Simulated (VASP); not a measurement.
Here is a VASP 6.6.1 calculation.

The input INCAR:

```
ALGO = Normal
EDIFF = 1E-6
ENCUT = 520
ISIF = 2
ISMEAR = 0
LASPH = T
LCHARG = T
LELF = T
LREAL = F
LVHAR = T
LWAVE = F
NBANDS = 25
NELM = 100
PREC = Accurate
SIGMA = 0.01
```

The input KPOINTS:

```
k-points
0
Gamma
  5 5 4
```

File POSCAR:

```
CO2
1.0
    3.5161000000      0.0000000000      0.0000000000
    0.0000000000      3.5161000000      0.0000000000
    0.0000000000      0.0000000000      4.1043000000
C O
2 4
Direct
    0.0000000000      0.0000000000      0.0000000000
    0.5000000000      0.5000000000      0.5000000000
    0.2300000000      0.2300000000      0.0000000000
    0.2700000000      0.7300000000      0.5000000000
    0.7700000000      0.7700000000      0.0000000000
    0.7300000000      0.2700000000      0.5000000000
```

Potentials or basis: VASP PAW LDA potentials, release 64 (C, O).

The run is started by

```sh
$ cat potpaw_LDA.64/C/POTCAR potpaw_LDA.64/O/POTCAR > POTCAR
$ mpirun -np 1 vasp_std > vasp.out
```

Question: Estimate the band gap on the k mesh.

Answer: 5.88 eV (least direct gap 6.68 eV).

Question: Predict the largest force.

Answer: 2.094 eV/Å.

Forces on the atoms (eV/Å):
```
C    0.000  0.000  0.000
C    0.000  0.000  0.000
O    1.481  1.481  0.000
O   -1.481  1.481  0.000
O   -1.481 -1.481  0.000
O    1.481 -1.481  0.000
```

Caveat: an odd mesh through Γ misses points on the zone boundary, where band edges can lie; forces of over 1 eV/Å act on the atoms, so gaps and moduli don't describe the material at rest.
